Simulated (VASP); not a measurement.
# Ag2Pd (P4_2/mnm) in VASP: notebook

Runs on Ag2Pd. Level: PBE. Tasks: single point, relaxation of cell and atoms.

All numbers are computed with VASP 6.6.1; they aren't measurements. Logs are shortened: lines on timing, memory, paths and dates and some standing lists are left out, and cuts for length are marked.

### 1 The cell of the first run

The structure is tetragonal, space group P4_2/mnm (No. 136). The conventional cell has a = 5.605 Å, b = 5.605 Å, c = 3.610 Å, α = 90.00°, β = 90.00°, γ = 90.00°. Within 3.1 Å of Ag (site symmetry m2m) lie 3 Pd at 2.37 to 2.43 Å and 1 Ag at 3.08 Å. Pd (site symmetry mmm) has 6 Ag at 2.37 to 2.43 Å within 3.1 Å.

### 2 Single point, PBE

Input file INCAR:

```
SYSTEM = Ag2Pd
  PREC = Accurate
  ENCUT = 520
  EDIFF = 1E-6
  ISMEAR = 0
  SIGMA = 0.1
  LREAL = .False.
  LASPH = .True.
  NELM = 100
  ALGO = Fast
  ISIF = 2
  LWAVE = .False.
  LCHARG = .False.
  GGA = PE
  NBANDS = 41
```

Input file KPOINTS:

```
Automatic mesh
0
Gamma
  4 4 6
  0 0 0
```

Input file POSCAR:

```
Ag2Pd
1.0
    5.6049599010      0.0000000000      0.0000000000
    0.0000000000      5.6049599010      0.0000000000
    0.0000000000      0.0000000000      3.6101602845
Ag Pd
4 2
Direct
    0.3060000000      0.3060000000      0.0000000000
    0.1940000000      0.8060000000      0.5000000000
    0.6940000000      0.6940000000      0.0000000000
    0.8060000000      0.1940000000      0.5000000000
    0.0000000000      0.0000000000      0.0000000000
    0.5000000000      0.5000000000      0.5000000000
```

Potentials or basis: VASP PAW PBE potentials, release 64 (Ag, Pd).

Launch:

```bash
> cat potpaw_PBE.64/Ag/POTCAR potpaw_PBE.64/Pd/POTCAR > POTCAR
> mpirun -np 1 vasp_std > vasp.out
```

OUTCAR:

```text
SYSTEM = Ag2Pd
   PREC = Accurate
   ENCUT = 520
   EDIFF = 1E-6
   ISMEAR = 0
   LREAL = .False.
   LASPH = .True.
   NELM = 100
   ISIF = 2
   GGA = PE

 ion  position               nearest neighbor table
   1  0.306  0.306  0.000-   6 2.37   6 2.37   5 2.43   3 3.08   4 3.39   2 3.39   4 3.39   2 3.39
                             2 3.39   2 3.39   4 3.39   4 3.39
   2  0.194  0.806  0.500-   5 2.37   5 2.37   6 2.43   4 3.08   1 3.39   1 3.39   3 3.39   3 3.39
                             1 3.39   1 3.39   3 3.39   3 3.39
   3  0.694  0.694  0.000-   6 2.37   6 2.37   5 2.43   1 3.08   4 3.39   2 3.39   4 3.39   2 3.39
                             4 3.39   4 3.39   2 3.39   2 3.39
   4  0.806  0.194  0.500-   5 2.37   5 2.37   6 2.43   2 3.08   3 3.39   1 3.39   3 3.39   1 3.39
                             3 3.39   3 3.39   1 3.39   1 3.39
   5  0.000  0.000  0.000-   2 2.37   4 2.37   2 2.37   4 2.37   3 2.43   1 2.43
   6  0.500  0.500  0.500-   1 2.37   3 2.37   1 2.37   3 2.37   2 2.43   4 2.43

  LATTYP: Found a simple tetragonal cell.
 ALAT       =     5.6049599010
 C/A-ratio  =     0.6441010013

  Lattice vectors:

 A1 = (   5.6049599010,   0.0000000000,   0.0000000000)
 A2 = (   0.0000000000,   5.6049599010,   0.0000000000)
 A3 = (   0.0000000000,   0.0000000000,   3.6101602845)

Analysis of symmetry for initial positions (statically):
=====================================================================
 Subroutine PRICEL returns:
 Original cell was already a primitive cell.

 Routine SETGRP: Setting up the symmetry group for a
 simple tetragonal supercell.

 Subroutine GETGRP returns: Found 16 space group operations
 (whereof  8 operations were pure point group operations)
 out of a pool of 16 trial point group operations.

The static configuration has the point symmetry D_2h.
 The point group associated with its full space group is D_4h.

Analysis of symmetry for dynamics (positions and initial velocities):
=====================================================================
 Subroutine PRICEL returns:
 Original cell was already a primitive cell.

 Routine SETGRP: Setting up the symmetry group for a
 simple tetragonal supercell.

 Subroutine GETGRP returns: Found 16 space group operations
 (whereof  8 operations were pure point group operations)
 out of a pool of 16 trial point group operations.

The dynamic configuration has the point symmetry D_2h.
 The point group associated with its full space group is D_4h.

 Subroutine INISYM returns: Found 16 space group operations
 (whereof  8 operations are pure point group operations),
 and found     1 'primitive' translations

----------------------------------------------------------------------------------------

                                     Primitive cell

  volume of cell :     113.4153

  direct lattice vectors                    reciprocal lattice vectors
     5.604959901  0.000000000  0.000000000     0.178413408  0.000000000  0.000000000
     0.000000000  5.604959901  0.000000000     0.000000000  0.178413408  0.000000000
     0.000000000  0.000000000  3.610160285     0.000000000  0.000000000  0.276996012

  length of vectors
     5.604959901  5.604959901  3.610160285     0.178413408  0.178413408  0.276996012

  position of ions in fractional coordinates (direct lattice)
     0.306000000  0.306000000  0.000000000
     0.194000000  0.806000000  0.500000000
     0.694000000  0.694000000  0.000000000
     0.806000000  0.194000000  0.500000000
     0.000000000  0.000000000  0.000000000
     0.500000000  0.500000000  0.500000000

  ion indices of the primitive-cell ions
   primitive index   ion index
                 1           1
                 2           2
                 3           3
                 4           4
                 5           5
                 6           6

----------------------------------------------------------------------------------------

 KPOINTS: Automatic mesh

Automatic generation of k-mesh.
 Grid dimensions read from file:
 generate k-points for:    4    4    6

 Generating k-lattice:

  Cartesian coordinates                     Fractional coordinates (reciprocal lattice)
     0.044603352  0.000000000  0.000000000     0.250000000  0.000000000  0.000000000
     0.000000000  0.044603352  0.000000000     0.000000000  0.250000000  0.000000000
     0.000000000  0.000000000  0.046166002     0.000000000  0.000000000  0.166666667

  Length of vectors
     0.044603352  0.044603352  0.046166002

  Shift w.r.t. Gamma in fractional coordinates (k-lattice)
     0.000000000  0.000000000  0.000000000

 Subroutine IBZKPT returns following result:
 ===========================================

 Found     24 irreducible k-points:

 Following reciprocal coordinates:
            Coordinates               Weight
  0.000000  0.000000  0.000000      1.000000
  0.250000  0.000000  0.000000      4.000000
  0.500000  0.000000  0.000000      2.000000
[... 36 lines left out ...]
   NUPDOWN=      -1.0000    fix difference up-down
   EMIN   =  10.00;   EMAX   =-10.00  energy-range for DOS
   EFERMI =   0.00;   METHOD = LEGACY
   ISMEAR =     0;   SIGMA  =   0.10  broadening in eV -4-tet -1-fermi 0-gaus
   EFERMI_NEDOS =   21; number of points for ismear=-14 and -15
   IALGO  =     68    algorithm
   IMIX   =      4    mixing-type and parameters
     AMIX     =   0.40;   BMIX     =  1.00
     AMIX_MAG =   1.60;   BMIX_MAG =  1.00
  volume/ion in A,a.u.               =      18.90       127.56
  Fermi-wavevector in a.u.,A,eV,Ry     =   1.352833  2.556484 24.900815  1.830158
  Thomas-Fermi vector in A             =   2.480139
   LORBIT       =      0    0 simple, 1 ext, 2 COOP (PROOUT), +10 PAW based schemes
   GGA     = PE    functional components
   LHFCALC =     F    Hartree Fock is set to
   AEXX    =    0.0000 exact exchange contribution
   IVDW    =     0    specifies the selected vdW correction
   LEPSILON=     F    determine dielectric tensor
   LRPA    =     F    only Hartree local field effects (RPA)
 non-spin polarized calculation
 RMM-DIIS sequential band-by-band and
 Gauss-broadening in eV      SIGMA  =   0.10
  energy-cutoff  :      520.00
  volume of cell :      113.42
 maximum number of plane-waves:      3088
 NGX is ok and might be reduce to    42
   NGX = 21   NGY = 21   NGZ = 13

 number of electron      64.0000002 magnetization

 Free energy of the ion-electron system (eV)
  ---------------------------------------------------
  ext. energy  EPLUGINS =         0.00000000
  ---------------------------------------------------
  free energy    TOTEN  =       -14.84393340 eV

  energy without entropy =      -14.83128492  energy(sigma->0) =      -14.83760916

 E-fermi :   6.6434     XC(G=0): -11.3135

 val. band max:        6.6381589806   @ k =   0.2500   0.2500   0.1667
 cond. band min:       6.6569137024   @ k =   0.2500   0.2500   0.0000
 fundamental gap:      0.0187547218
 Fermi energy:         6.6433942977

 k-point     1 :       0.0000    0.0000    0.0000
  band No.  band energies     occupation
      1      -0.0446      2.00000
      2       0.3497      2.00000
      3       0.8660      2.00000
      4       0.8660      2.00000
      5       1.0508      2.00000
      6       1.3089      2.00000
[... 33 lines left out ...]
     40      15.5778      0.00000
     41      18.0922      0.00000

 k-point     2 :       0.2500    0.0000    0.0000
  band No.  band energies     occupation
      1       0.2253      2.00000
      2       0.4977      2.00000
      3       0.9312      2.00000
      4       0.9583      2.00000
      5       1.1164      2.00000
      6       1.3001      2.00000
[... 33 lines left out ...]
     40      16.8457      0.00000
     41      17.2119      0.00000

 k-point     3 :       0.5000    0.0000    0.0000
  band No.  band energies     occupation
      1       0.6927      2.00000
      2       0.6927      2.00000
      3       1.0485      2.00000
      4       1.0485      2.00000
      5       1.2321      2.00000
      6       1.2321      2.00000
[... 875 lines left out ...]
      2       0.9393      2.00000
      3       1.3214      2.00000
      4       1.3214      2.00000
      5       1.5426      2.00000
      6       1.5426      2.00000
[... 33 lines left out ...]
     40      15.1671      0.00000
     41      15.4131      0.00000

 k-point    24 :       0.5000    0.5000    0.5000
  band No.  band energies     occupation
      1       1.1126      2.00000
      2       1.1126      2.00000
      3       1.2442      2.00000
      4       1.2442      2.00000
      5       1.3134      2.00000
      6       1.3134      2.00000
[... 33 lines left out ...]
     40      16.5261      0.00000
     41      16.6112      0.00000

------------------------ aborting loop because EDIFF is reached ----------------------------------------

  FORCE on cell =-STRESS in cart. coord.  units (eV):
  Direction    XX          YY          ZZ          XY          YZ          ZX
  --------------------------------------------------------------------------------------
  -------------------------------------------------------------------------------------
  Total       18.4504871     18.4504871     29.0296423     -0.0000000      0.0000000      0.0000000
  in kB      260.6435088    260.6435088    410.0914948     -0.0000000      0.0000000      0.0000000
  external PRESSURE =     310.4595041 kB  Pullay stress =       0.0000000 kB

 VOLUME and BASIS-vectors are now :
 -----------------------------------------------------------------------------
  energy-cutoff  :      520.00
  volume of cell :      113.42
      direct lattice vectors                 reciprocal lattice vectors
     5.604959901  0.000000000  0.000000000     0.178413408  0.000000000  0.000000000
     0.000000000  5.604959901  0.000000000     0.000000000  0.178413408  0.000000000
     0.000000000  0.000000000  3.610160285     0.000000000  0.000000000  0.276996012

 POSITION                                       TOTAL-FORCE (eV/Angst)
 -----------------------------------------------------------------------------------
      1.71512      1.71512      0.00000        -1.150166     -1.150166      0.000000
      1.08736      4.51760      1.80508         1.150166     -1.150166      0.000000
      3.88984      3.88984      0.00000         1.150166      1.150166      0.000000
      4.51760      1.08736      1.80508        -1.150166      1.150166      0.000000
      0.00000      0.00000      0.00000        -0.000000     -0.000000      0.000000
      2.80248      2.80248      1.80508        -0.000000     -0.000000      0.000000
 -----------------------------------------------------------------------------------
    total drift:                                0.000000     -0.000000      0.000000

  FREE ENERGIE OF THE ION-ELECTRON SYSTEM (eV)
  ---------------------------------------------------
  free  energy   TOTEN  =       -14.8439334014 eV

  energy  without entropy=      -14.8312849224  energy(sigma->0) =      -14.83760916
```

Wall time 82 s (1 thread of Intel Xeon 6975P-C, shared host); peak memory 0.27 GiB.

What came out:

| Item | Value |
| --- | --- |
| Free energy | -14.8439 eV |
| Pressure | 31.0 GPa |
| Largest force | 1.627 eV/Å |
| Band gap on the k mesh | zero (band 32 reaches 7.18 eV, above the bottom of band 33 at 6.44 eV) |

Forces on the atoms (eV/Å):
```
Ag  -1.150 -1.150  0.000
Ag   1.150 -1.150  0.000
Ag   1.150  1.150  0.000
Ag  -1.150  1.150  0.000
Pd   0.000  0.000  0.000
Pd   0.000  0.000  0.000
```

Caveat: forces of over 1 eV/Å act on the atoms, so gaps and moduli don't describe the material at rest.

### 3 Single point, PBE

This run uses another cell than the first one, of 24.07 Å³/atom, 1.273 times its volume.

Input file INCAR:

```
PREC     = Accurate       # precision mode
ENCUT    = 520            # plane-wave cutoff, eV
EDIFF    = 1E-7           # SCF threshold, eV
ISMEAR   = 0              # smearing method
SIGMA    = 0.1            # smearing width, eV
LREAL    = F              # projectors in reciprocal space
LASPH    = T              # aspherical terms in the spheres
NELM     = 100            # most SCF steps
ALGO     = Fast           # electronic algorithm
ISIF     = 2              # what is computed and relaxed
LWAVE    = F              # write WAVECAR
LCHARG   = F              # write CHGCAR
GGA      = PE             # functional
NBANDS   = 41             # bands
```

Input file KPOINTS:

```
Automatic mesh
0
Gamma
  4 4 6
```

Input file POSCAR:

```
Ag2Pd
1.0
    5.6647006240      0.0000000000      0.0000000000
    0.0000000000      5.6647006240      0.0000000000
    0.0000000000      0.0000000000      4.5001226921
Ag Pd
4 2
Direct
    0.3247959878      0.3247959878      0.0000000000
    0.1752040122      0.8247959878      0.5000000000
    0.6752040122      0.6752040122      0.0000000000
    0.8247959878      0.1752040122      0.5000000000
    0.0000000000      0.0000000000      0.0000000000
    0.5000000000      0.5000000000      0.5000000000
```

Potentials or basis: VASP PAW PBE potentials, release 64 (Ag, Pd).

Launch:

```bash
> cat potpaw_PBE.64/Ag/POTCAR potpaw_PBE.64/Pd/POTCAR > POTCAR
> mpirun -np 1 vasp_std > vasp.out
```

Wall time 2.4 min (1 thread of Intel Xeon 6975P-C, shared host); peak memory 0.31 GiB.

The run converged. Its results:

```yaml
Free_energy: -17.7137 eV
Pressure: -0.1 GPa
Largest_force: 0.013 eV/Å
Band_gap_on_the_k_mesh: zero (band 32 reaches 4.58 eV, above the bottom of band 33 at 3.56 eV)
```

Forces in eV/Å, atoms in the order of the input:
```
Ag   0.009  0.009  0.000
Ag  -0.009  0.009  0.000
Ag  -0.009 -0.009  0.000
Ag   0.009 -0.009  0.000
Pd   0.000  0.000  0.000
Pd   0.000  0.000  0.000
```

Stress tensor (GPa, compression positive):
```
-0.04  0.00  0.00
 0.00 -0.04  0.00
 0.00  0.00 -0.18
```

Levels at points of the mesh, in eV from the Fermi level:
```csv
k point,band 30,band 31,band 32,band 33,band 34,band 35
"(0.00, 0.00, 0.00)",-0.42,-0.38,0.80,1.17,1.17,3.09
"(0.50, 0.00, 0.00)",-0.81,-0.80,-0.80,2.54,2.54,3.77
"(0.50, 0.50, 0.00)",-0.82,-0.49,-0.49,-0.11,-0.11,5.55
"(0.00, 0.00, 0.50)",-0.67,-0.61,-0.61,2.23,2.23,3.02
"(0.50, 0.00, 0.50)",-0.64,-0.11,-0.11,0.50,0.50,3.92
"(0.50, 0.50, 0.50)",-0.65,-0.15,-0.15,0.70,0.70,1.82
```

### 4 Relaxation of cell and atoms, PBE

Input file INCAR:

```
PREC     = Accurate       # precision mode
ENCUT    = 600            # plane-wave cutoff, eV
EDIFF    = 1E-6           # SCF threshold, eV
ISMEAR   = 0              # smearing method
SIGMA    = 0.1            # smearing width, eV
LREAL    = F              # projectors in reciprocal space
LASPH    = T              # aspherical terms in the spheres
NELM     = 80             # most SCF steps
ALGO     = Fast           # electronic algorithm
ISIF     = 3              # what is computed and relaxed
LWAVE    = F              # write WAVECAR
LCHARG   = F              # write CHGCAR
GGA      = PE             # functional
IBRION   = 2              # ionic algorithm
NSW      = 90             # ionic steps
EDIFFG   = -0.04          # ionic threshold
```

KPOINTS is that of step 3.

Input file POSCAR:

```
Ag2Pd
1.0
    5.6049599010      0.0000000000      0.0000000000
    0.0000000000      5.6049599010      0.0000000000
    0.0000000000      0.0000000000      3.6101602845
Ag Pd
4 2
Direct
    0.3060000000      0.3060000000      0.0000000000
    0.1940000000      0.8060000000      0.5000000000
    0.6940000000      0.6940000000      0.0000000000
    0.8060000000      0.1940000000      0.5000000000
    0.0000000000      0.0000000000      0.0000000000
    0.5000000000      0.5000000000      0.5000000000
```

Launch:

```bash
> cat potpaw_PBE.64/Ag/POTCAR potpaw_PBE.64/Pd/POTCAR > POTCAR
> mpirun -np 1 vasp_std > vasp.out
```

Wall time 15 min (1 thread of Intel Xeon 6975P-C, shared host); peak memory 0.32 GiB.

Results (log left out):

```yaml
Free_energy: -17.6965 eV
Relaxed_volume: 24.07 Å³/atom
Relaxed_cell: a = 5.673 Å, b = 5.673 Å, c = 4.487 Å, α = 90.00°, β = 90.00°, γ = 90.00°
Space_group_after_relaxing_to_0.05_Å: P4_2/mnm (No. 136)
Energy_gained_by_relaxing: 475.6 meV/atom
Ionic_steps: 10
Pressure_after_relaxing: -0.1 GPa
Largest_force_after_relaxing: 0.033 eV/Å
Band_gap_on_the_k_mesh: zero (band 32 reaches 4.57 eV, above the bottom of band 33 at 3.57 eV)
```

Forces on the atoms (eV/Å):
```
Ag   0.023  0.023  0.000
Ag  -0.023  0.023  0.000
Ag  -0.023 -0.023  0.000
Ag   0.023 -0.023  0.000
Pd   0.000  0.000  0.000
Pd   0.000  0.000  0.000
```

Stress tensor (GPa, compression positive):
```
-0.07  0.00  0.00
 0.00 -0.07  0.00
 0.00  0.00 -0.17
```

The path:
```
step  energy change (eV)  largest force (eV/Å)  pressure (GPa)  volume (Å³)
   1              0.0000                1.6259           31.03       113.42
   2             -1.4903                0.6765           -6.49       184.42
   3             -2.6047                0.4729           -0.03       146.72
   4             -2.6049                0.4569            0.57       146.00
   5             -2.6343                0.1976            0.06       147.48
   6             -2.6378                0.0773           -0.12       148.23
   7             -2.6472                0.0844           -0.13       148.12
   8             -2.6789                0.1071           -0.14       147.76
   9             -2.7512                0.1413           -0.20       146.86
  10             -2.8537                0.0330           -0.10       144.40
```

Final structure:
```
Ag Pd
1.0
     5.67253    0.00000    0.00000
     0.00000    5.67253    0.00000
     0.00000    0.00000    4.48746
Ag Pd
4 2
Direct
  0.32425 0.32425 0.00000
  0.17575 0.82425 0.50000
  0.67575 0.67575 0.00000
  0.82425 0.17575 0.50000
  0.00000 0.00000 0.00000
  0.50000 0.50000 0.50000
```

Levels at points of the mesh, in eV from the Fermi level:
| k point | band 28 | band 29 | band 30 | band 31 | band 32 | band 33 | band 34 | band 35 | band 36 | band 37 |
| --- | --- | --- | --- | --- | --- | --- | --- | --- | --- | --- |
| (0.00, 0.00, 0.00) | -0.66 | -0.41 | -0.41 | -0.38 | 0.79 | 1.16 | 1.16 | 3.13 | 3.54 | 5.81 |
| (0.50, 0.00, 0.00) | -0.93 | -0.81 | -0.81 | -0.80 | -0.80 | 2.52 | 2.52 | 3.74 | 3.74 | 5.25 |
| (0.50, 0.50, 0.00) | -1.09 | -0.82 | -0.82 | -0.48 | -0.48 | -0.10 | -0.10 | 5.59 | 5.59 | 7.10 |
| (0.00, 0.00, 0.50) | -0.93 | -0.67 | -0.67 | -0.61 | -0.61 | 2.24 | 2.24 | 3.02 | 3.02 | 4.12 |
| (0.50, 0.00, 0.50) | -0.80 | -0.64 | -0.64 | -0.12 | -0.12 | 0.51 | 0.51 | 3.92 | 3.92 | 4.35 |
| (0.50, 0.50, 0.50) | -0.83 | -0.65 | -0.65 | -0.15 | -0.15 | 0.71 | 0.71 | 1.83 | 1.83 | 1.98 |

Caveat: the volume moved by over 15 % at a fixed basis, so the end points are rough.

### 5 The runs side by side

```csv
task,cell,cutoff (eV),gap on the mesh (eV),pressure (GPa),largest force (eV/Å)
single point,"a = 5.605, b = 5.605, c = 3.610 Å, 6 atoms",520,none,31.0,1.63
single point,"a = 5.665, b = 5.665, c = 4.500 Å, 6 atoms",520,none,-0.1,0.01
relaxation of cell and atoms,"relaxed from a = 5.605, b = 5.605, c = 3.610 Å, 6 atoms",600,none,-0.1,0.03
```

Alike in all rows: level PBE; potentials or basis VASP PAW PBE potentials, release 64 (Ag, Pd); no spin polarisation; k mesh 4 × 4 × 6; smearing gaussian 0.1 eV.

Caveats: forces of over 1 eV/Å act on the atoms, so gaps and moduli don't describe the material at rest (some runs); the volume moved by over 15 % at a fixed basis, so the end points are rough (some runs).

Absolute energies hang on the potentials; compare differences alone.
